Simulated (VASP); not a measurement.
# Eu (Im-3m) in VASP: settings compared, part 2 of 2

VASP 6.6.1.

## (4) Single point, r2SCAN

This run uses another cell than the first one, of 44.19 Å³/atom.

File POSCAR:

```
Eu
1.0
   -2.2271207099      2.2271207099      2.2271207099
    2.2271207099     -2.2271207099      2.2271207099
    2.2271207099      2.2271207099     -2.2271207099
Eu
1
Direct
    0.0000000000      0.0000000000      0.0000000000
```

File INCAR.step1:

```
  ALGO = Normal
  EDIFF = 1E-5
  ENCUT = 800
  GGA = PE
  GGA_COMPAT = F
  ISMEAR = 0
  LASPH = T
  LCHARG = F
  LMAXMIX = 6
  LREAL = F
  LWAVE = T
  NBANDS = 14
  NELM = 200
  PREC = Accurate
  SIGMA = 0.05
```

File INCAR.step2:

```
  ALGO = Normal
  EDIFF = 1E-6
  ENCUT = 800
  GGA_COMPAT = F
  ISIF = 2
  ISMEAR = 0
  ISTART = 1
  LASPH = T
  LCHARG = F
  LMAXMIX = 6
  LMIXTAU = T
  LREAL = F
  LWAVE = F
  METAGGA = R2SCAN
  NBANDS = 14
  NELM = 200
  PREC = Accurate
  SIGMA = 0.05
```

File KPOINTS:

```
k-points
0
Gamma
  14 14 14
```

Potentials or basis: VASP PAW PBE potentials, release 64 (Eu).

Launch:

```bash
$ cat potpaw_PBE.64/Eu/POTCAR > POTCAR
$ cp INCAR.step1 INCAR
$ mpirun -np 1 vasp_std > vasp.out
$ cp INCAR.step2 INCAR
$ mpirun -np 1 vasp_std > vasp.out
```

OUTCAR:

```text
EDIFF = 1E-6
   ENCUT = 800
   ISIF = 2
   ISMEAR = 0
   ISTART = 1
   LASPH = T
   LREAL = F
   METAGGA = R2SCAN
   NELM = 200
   PREC = Accurate

 ion  position               nearest neighbor table
   1  0.000  0.000  0.000-

  LATTYP: Found a body centered cubic cell.
 ALAT       =     4.4542414198

  Lattice vectors:

 A1 = (  -2.2271207099,   2.2271207099,   2.2271207099)
 A2 = (   2.2271207099,  -2.2271207099,   2.2271207099)
 A3 = (   2.2271207099,   2.2271207099,  -2.2271207099)

Analysis of symmetry for initial positions (statically):
=====================================================================
 Subroutine PRICEL returns:
 Original cell was already a primitive cell.

 Routine SETGRP: Setting up the symmetry group for a
 body centered cubic supercell.

 Subroutine GETGRP returns: Found 48 space group operations
 (whereof 48 operations were pure point group operations)
 out of a pool of 48 trial point group operations.

The static configuration has the point symmetry O_h .

Analysis of symmetry for dynamics (positions and initial velocities):
=====================================================================
 Subroutine PRICEL returns:
 Original cell was already a primitive cell.

 Routine SETGRP: Setting up the symmetry group for a
 body centered cubic supercell.

 Subroutine GETGRP returns: Found 48 space group operations
 (whereof 48 operations were pure point group operations)
 out of a pool of 48 trial point group operations.

The dynamic configuration has the point symmetry O_h .

 Subroutine INISYM returns: Found 48 space group operations
 (whereof 48 operations are pure point group operations),
 and found     1 'primitive' translations

----------------------------------------------------------------------------------------

                                     Primitive cell
[... 114 lines left out ...]
   METAGGA = R2SCAN    functional components
   LHFCALC =     F    Hartree Fock is set to
   AEXX    =    0.0000 exact exchange contribution
   IVDW    =     0    specifies the selected vdW correction
   LEPSILON=     F    determine dielectric tensor
   LRPA    =     F    only Hartree local field effects (RPA)
 non-spin polarized calculation
 Gauss-broadening in eV      SIGMA  =   0.05
  energy-cutoff  :      800.00
  volume of cell :       44.19
 maximum number of plane-waves:      2310
   NGX = 17   NGY = 17   NGZ = 17

 number of electron      17.0000003 magnetization

 Free energy of the ion-electron system (eV)
  ---------------------------------------------------
  ext. energy  EPLUGINS =         0.00000000
  ---------------------------------------------------
  free energy    TOTEN  =       -31.35741112 eV

  energy without entropy =      -31.31574012  energy(sigma->0) =      -31.33657562

 E-fermi :   1.9521     XC(G=0):  -9.2967

 val. band max:        1.9519155860   @ k =   0.1429   0.1429   0.0000
 cond. band min:       1.9527559677   @ k =   0.2143   0.0000   0.0000
 fundamental gap:      0.0008403817
 Fermi energy:         1.9521335530

 k-point     1 :       0.0000    0.0000    0.0000
  band No.  band energies     occupation
      1     -40.4594      2.00000
      2     -18.7296      2.00000
      3     -18.7291      2.00000
      4     -18.7291      2.00000
      5      -2.2281      2.00000
      6       1.2951      2.00000
      7       1.9780      0.46355
      8       1.9780      0.46355
      9       1.9809      0.41611
     10       3.2479      0.00000
     11       3.2479      0.00000
     12       3.2502      0.00000
     13       4.2694      0.00000
     14       4.2703      0.00000
[... 377 lines left out ...]
      1     -40.4246      2.00000
      2     -19.0297      2.00000
      3     -18.9687      2.00000
      4     -18.7783      2.00000
      5       1.1566      2.00000
      6       1.5957      2.00000
      7       1.8647      1.98659
      8       1.8753      1.97034
      9       2.0475      0.00697
     10       2.2689      0.00000
     11       2.4226      0.00000
     12       3.4382      0.00000
     13       3.4541      0.00000
     14       3.4878      0.00000

 [... further k-points ...]

------------------------ aborting loop because EDIFF is reached ----------------------------------------

  FORCE on cell =-STRESS in cart. coord.  units (eV):
  Direction    XX          YY          ZZ          XY          YZ          ZX
  --------------------------------------------------------------------------------------
  -------------------------------------------------------------------------------------
  Total       -0.9706249     -0.9706249     -0.9706249     -0.0000000      0.0000000      0.0000000
  in kB      -35.1941725    -35.1941725    -35.1941725     -0.0000000      0.0000000      0.0000000
  external PRESSURE =     -35.1941725 kB  Pullay stress =       0.0000000 kB

 VOLUME and BASIS-vectors are now :
 -----------------------------------------------------------------------------
  energy-cutoff  :      800.00
  volume of cell :       44.19
      direct lattice vectors                 reciprocal lattice vectors
    -2.227120710  2.227120710  2.227120710     0.000000000  0.224505119  0.224505119
     2.227120710 -2.227120710  2.227120710     0.224505119  0.000000000  0.224505119
     2.227120710  2.227120710 -2.227120710     0.224505119  0.224505119  0.000000000

 POSITION                                       TOTAL-FORCE (eV/Angst)
 -----------------------------------------------------------------------------------
      0.00000      0.00000      0.00000         0.000000     -0.000000      0.000000
 -----------------------------------------------------------------------------------
    total drift:                               -0.000000     -0.000000      0.000000

  FREE ENERGIE OF THE ION-ELECTRON SYSTEM (eV)
  ---------------------------------------------------
  free  energy   TOTEN  =       -31.3574111222 eV

  energy  without entropy=      -31.3157401213  energy(sigma->0) =      -31.33657562
```

OSZICAR.step1:

```text
N       E                     dE             d eps       ncg     rms          rms(c)
DAV:   1     0.126502531436E+03    0.12650E+03   -0.78005E+03  3156   0.676E+03
DAV:   2     0.161327523584E+02   -0.11037E+03   -0.96638E+02  4196   0.276E+02
DAV:   3    -0.251593319176E+01   -0.18649E+02   -0.17972E+02  4624   0.136E+02
DAV:   4    -0.377336143807E+01   -0.12574E+01   -0.11152E+01  5288   0.323E+01
DAV:   5    -0.392458068191E+01   -0.15122E+00   -0.12604E+00  5488   0.994E+00    0.116E+01
DAV:   6    -0.403097030824E+01   -0.10639E+00   -0.35389E-01  4726   0.138E+01    0.122E+01
DAV:   7    -0.395491143786E+01    0.76059E-01   -0.61958E-02  4650   0.704E+00    0.869E+00
DAV:   8    -0.409085961745E+01   -0.13595E+00   -0.46097E-01  4936   0.714E+00    0.629E+00
DAV:   9    -0.394584672198E+01    0.14501E+00   -0.14428E-01  4210   0.631E+00    0.158E+00
DAV:  10    -0.394768837715E+01   -0.18417E-02   -0.10153E-02  5424   0.150E+00    0.928E-01
DAV:  11    -0.393076378568E+01    0.16925E-01   -0.20453E-02  4820   0.242E+00    0.122E+00
DAV:  12    -0.393271533742E+01   -0.19516E-02   -0.99348E-03  5250   0.138E+00    0.312E-01
DAV:  13    -0.393371320166E+01   -0.99786E-03   -0.21126E-03  5136   0.729E-01    0.286E-01
DAV:  14    -0.393362484489E+01    0.88357E-04   -0.37616E-04  5462   0.383E-01    0.131E-01
DAV:  15    -0.393365194605E+01   -0.27101E-04   -0.21943E-05  3298   0.457E-02    0.142E-01
DAV:  16    -0.393367523068E+01   -0.23285E-04   -0.20305E-04  2860   0.257E-01    0.125E-01
DAV:  17    -0.393361570775E+01    0.59523E-04   -0.87884E-05  1786   0.136E-01    0.349E-02
DAV:  18    -0.393361526131E+01    0.44643E-06   -0.40305E-06  1690   0.462E-02
   1 F= -.39336153E+01 E0= -.38938111E+01  d E =-.796084E-01
```

It took 38 min on 1 thread of AMD EPYC 7R13, shared host; peak memory 0.31 GiB.

Results:

```yaml
Free_energy: -31.3574 eV
Pressure: -3.5 GPa
Band_gap_on_the_k_mesh: zero (an odd number of electrons rules out a gap without spin polarisation)
```

Levels at points of the mesh, in eV from the Fermi level:
```
           k point  band 6  band 7  band 8  band 9  band 10  band 11  band 12  band 13
(0.00, 0.00, 0.00)   -0.66    0.03    0.03    0.03     1.30     1.30     1.30     2.32
(0.50, 0.00, 0.00)   -0.77   -0.08   -0.05    0.01     0.73     0.90     1.38     1.49
(0.50, 0.50, 0.50)   -0.87   -0.84   -0.09   -0.09    -0.09     1.55     1.55     1.56
```

Caveat: the cell stands under tension; the PAW data sets were made with another functional, which shifts forces and pressure a little; spin-orbit coupling is left out, which moves the levels of the heavy elements; semilocal functionals describe open f shells poorly, which spoils levels, moments and volumes. Spin polarisation is off, so any magnetic state and its effect on volume and gap are missing.

## (5) Single point, r2SCAN, collinear spin, ferromagnetic start (42.62 Å³/atom)

This run uses another cell than the first one, of 42.62 Å³/atom.

File POSCAR:

```
Eu
1.0
   -2.2004166928      2.2004166928      2.2004166928
    2.2004166928     -2.2004166928      2.2004166928
    2.2004166928      2.2004166928     -2.2004166928
Eu
1
Direct
    0.0000000000      0.0000000000      0.0000000000
```

File INCAR.step1:

```
PREC = Accurate
ENCUT = 800
ISMEAR = 0
SIGMA = 0.05
LREAL = False
LASPH = True
NELM = 200
ISPIN = 2
MAGMOM = 8
LMAXMIX = 6
NBANDS = 18
GGA = PE
ALGO = Normal
EDIFF = 1E-5
LWAVE = True
LCHARG = False
GGA_COMPAT = False
```

File INCAR.step2:

```
PREC = Accurate
ENCUT = 800
EDIFF = 1E-6
ISMEAR = 0
SIGMA = 0.05
LREAL = False
LASPH = True
NELM = 200
ALGO = Normal
ISIF = 2
LWAVE = False
LCHARG = True
ISPIN = 2
MAGMOM = 8
LORBIT = 11
LMAXMIX = 6
METAGGA = R2SCAN
LMIXTAU = True
LELF = True
LVHAR = True
NBANDS = 18
ISTART = 1
GGA_COMPAT = False
```

File KPOINTS:

```
regular mesh
0
Gamma
  14 14 14
```

Potentials or basis: VASP PAW PBE potentials, release 64 (Eu).

Launch:

```bash
$ cat potpaw_PBE.64/Eu/POTCAR > POTCAR
$ cp INCAR.step1 INCAR
$ mpirun -np 1 vasp_std > vasp.out
$ cp INCAR.step2 INCAR
$ mpirun -np 1 vasp_std > vasp.out
```

OUTCAR:

```text
PREC = Accurate
   ENCUT = 800
   EDIFF = 1E-6
   ISMEAR = 0
   LREAL = False
   LASPH = True
   NELM = 200
   ISIF = 2
   ISPIN = 2
   LORBIT = 11
   METAGGA = R2SCAN
   ISTART = 1

 ion  position               nearest neighbor table
   1  0.000  0.000  0.000-

  LATTYP: Found a body centered cubic cell.
 ALAT       =     4.4008333856

  Lattice vectors:

 A1 = (  -2.2004166928,   2.2004166928,   2.2004166928)
 A2 = (   2.2004166928,  -2.2004166928,   2.2004166928)
 A3 = (   2.2004166928,   2.2004166928,  -2.2004166928)

Analysis of symmetry for initial positions (statically):
[... 1214 lines left out ...]
  Total        0.0759657      0.0759657      0.0759657      0.0000000      0.0000000      0.0000000
  in kB        2.8559684      2.8559684      2.8559684      0.0000000      0.0000000      0.0000000
  external PRESSURE =       2.8559684 kB  Pullay stress =       0.0000000 kB

 VOLUME and BASIS-vectors are now :
 -----------------------------------------------------------------------------
  energy-cutoff  :      800.00
  volume of cell :       42.62
      direct lattice vectors                 reciprocal lattice vectors
    -2.200416693  2.200416693  2.200416693     0.000000000  0.227229689  0.227229689
     2.200416693 -2.200416693  2.200416693     0.227229689  0.000000000  0.227229689
     2.200416693  2.200416693 -2.200416693     0.227229689  0.227229689  0.000000000

 POSITION                                       TOTAL-FORCE (eV/Angst)
 -----------------------------------------------------------------------------------
      0.00000      0.00000      0.00000         0.000000     -0.000000      0.000000
 -----------------------------------------------------------------------------------
    total drift:                               -0.000000     -0.000000      0.000000

  FREE ENERGIE OF THE ION-ELECTRON SYSTEM (eV)
  ---------------------------------------------------
  free  energy   TOTEN  =       -39.6667209485 eV

  energy  without entropy=      -39.6643849708  energy(sigma->0) =      -39.66555296

 total charge

# of ion       s       p       d       f       tot
--------------------------------------------------
    1        2.083   5.763   0.282   6.669  14.796

 magnetization (x)

# of ion       s       p       d       f       tot
--------------------------------------------------
    1       -0.009  -0.146   0.200   6.668   6.713
```

OUTCAR.step1:

```text
PREC = Accurate
   ENCUT = 800
   ISMEAR = 0
   LREAL = False
   LASPH = True
   NELM = 200
[... 1243 lines left out ...]

 POSITION                                       TOTAL-FORCE (eV/Angst)
 -----------------------------------------------------------------------------------
      0.00000      0.00000      0.00000        -0.000000      0.000000     -0.000000
 -----------------------------------------------------------------------------------
    total drift:                               -0.000000     -0.000000      0.000000

  FREE ENERGIE OF THE ION-ELECTRON SYSTEM (eV)
  ---------------------------------------------------
  free  energy   TOTEN  =       -11.4418688242 eV

  energy  without entropy=      -11.4403157740  energy(sigma->0) =      -11.44109230
```

OSZICAR.step1:

```text
N       E                     dE             d eps       ncg     rms          rms(c)
DAV:   1     0.126616767714E+03    0.12662E+03   -0.82640E+03  9008   0.563E+03
DAV:   2     0.144476996247E+02   -0.11217E+03   -0.94956E+02  9846   0.303E+02
DAV:   3    -0.707826511542E+01   -0.21526E+02   -0.21126E+02 11378   0.129E+02
DAV:   4    -0.896867174441E+01   -0.18904E+01   -0.18758E+01 14436   0.302E+01
DAV:   5    -0.909204538513E+01   -0.12337E+00   -0.12315E+00 13628   0.845E+00    0.276E+01
DAV:   6    -0.118954101241E+02   -0.28034E+01   -0.32361E+00 10304   0.174E+01    0.205E+01
DAV:   7    -0.114564376697E+02    0.43897E+00   -0.95643E-01 12838   0.177E+01    0.104E+01
DAV:   8    -0.114653452365E+02   -0.89076E-02   -0.62131E-01 11110   0.178E+01    0.607E+00
DAV:   9    -0.114498303553E+02    0.15515E-01   -0.96161E-02 12262   0.712E+00    0.217E+00
DAV:  10    -0.114393561798E+02    0.10474E-01   -0.24318E-02 12178   0.282E+00    0.132E+00
DAV:  11    -0.114411420088E+02   -0.17858E-02   -0.39804E-03 12854   0.368E-01    0.856E-01
DAV:  12    -0.114415312557E+02   -0.38925E-03   -0.15587E-03 12542   0.525E-01    0.473E-01
DAV:  13    -0.114417653285E+02   -0.23407E-03   -0.17130E-03 11896   0.374E-01    0.265E-01
DAV:  14    -0.114418317767E+02   -0.66448E-04   -0.33045E-04 13378   0.334E-01    0.976E-02
DAV:  15    -0.114418571596E+02   -0.25383E-04   -0.17546E-05 10822   0.665E-02    0.707E-02
DAV:  16    -0.114418678176E+02   -0.10658E-04   -0.39257E-05 10820   0.527E-02    0.298E-02
DAV:  17    -0.114418688242E+02   -0.10066E-05   -0.39392E-06  6032   0.175E-02
   1 F= -.11441869E+02 E0= -.11441092E+02  d E =-.155305E-02  mag=     7.2353
```

Run time: 43 min. Hardware: 1 thread of AMD EPYC 7R13, shared host; peak memory 0.43 GiB.

Results:

- Free energy: -39.6667 eV
- Pressure: 0.3 GPa
- Net moment: 7.77 μB per cell
- Site moments: Eu +6.71 μB
- Valence electrons inside the program's atomic spheres: Eu 14.80

Caveat: the PAW data sets were made with another functional, which shifts forces and pressure a little; spin-orbit coupling is left out, which moves the levels of the heavy elements; semilocal functionals describe open f shells poorly, which spoils levels, moments and volumes. The state reached can hang on the start; a lower one may exist.

## (6) Overview

| level | spin | cell | k mesh | cutoff (eV) | gap on the mesh (eV) | pressure (GPa) | moment (μB) |
| --- | --- | --- | --- | --- | --- | --- | --- |
| PBE | collinear, ferromagnetic start | a = 3.806 Å, angles 109.5°, 1 atom | 6 × 6 × 6 | 600 | none | -0.1 | 7.49 |
| PBE | collinear, ferromagnetic start | a = 3.840 Å, angles 109.5°, 1 atom | 6 × 6 × 6 | 600 | none | -0.6 | 7.51 |
| r2SCAN | off | a = 3.857 Å, angles 109.5°, 1 atom | 14 × 14 × 14 | 800 | none | -3.5 | - |
| r2SCAN | collinear, ferromagnetic start | a = 3.811 Å, angles 109.5°, 1 atom | 14 × 14 × 14 | 800 | none | 0.3 | 7.77 |

Alike in all rows: task single point; potentials or basis VASP PAW PBE potentials, release 64 (Eu); smearing gaussian 0.05 eV.

Caveats: spin-orbit coupling is left out, which moves the levels of the heavy elements; semilocal functionals describe open f shells poorly, which spoils levels, moments and volumes; the PAW data sets were made with another functional, which shifts forces and pressure a little (at least some runs); the cell stands under tension (at least some runs).

Absolute energies hang on the potentials; compare differences alone.
